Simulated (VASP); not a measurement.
Runs of VASP 6.6.1 on Ga2BAs3. The structure is that of space group P6/mmm (No. 191), or close to it. The cells are those of the table. The cell was built from a structure type or drawn by symmetry, and may not be a known phase.

| task | cell | k mesh | cutoff (eV) | gap on the mesh (eV) | pressure (GPa) |
| --- | --- | --- | --- | --- | --- |
| single point | a = 4.911, b = 4.911, c = 4.941 Å, angles 90.0, 90.0, 120.0°, 6 atoms | 6 × 6 × 4 | 520 | none | 0.1 |
| single point | a = 4.815, b = 4.815, c = 5.136 Å, angles 90.0, 90.0, 120.0°, 6 atoms | 12 × 12 × 8 | 520 | none | 0.2 |
| single point | a = 4.277, b = 4.277, c = 7.939 Å, angles 90.0, 90.0, 120.0°, 6 atoms | 6 × 6 × 2 | 520 | none | (a) |
| single point | a = 5.077, b = 5.077, c = 4.810 Å, angles 90.0, 90.0, 120.0°, 6 atoms | 6 × 6 × 2 | 520 | none | 0.1 |
| relaxation of cell and atoms | relaxed from a = 5.077, b = 5.077, c = 4.810 Å, angles 90.0, 90.0, 120.0°, 6 atoms | 6 × 6 × 4 | 600 | none | 0.0 |

Alike in all rows: level PBE; potentials or basis VASP PAW PBE potentials, release 64 (Ga_d, B, As); no spin polarisation; smearing gaussian 0.1 eV.

Question: Fill in the values left out.

Answer: (a) 13.4.

Caveats: some runs use coarse meshes.

A k mesh can miss the band edges, and the runs leave out spin-orbit coupling on As, Ga.

A gap of «none» marks levels without a gap at the run's occupations.
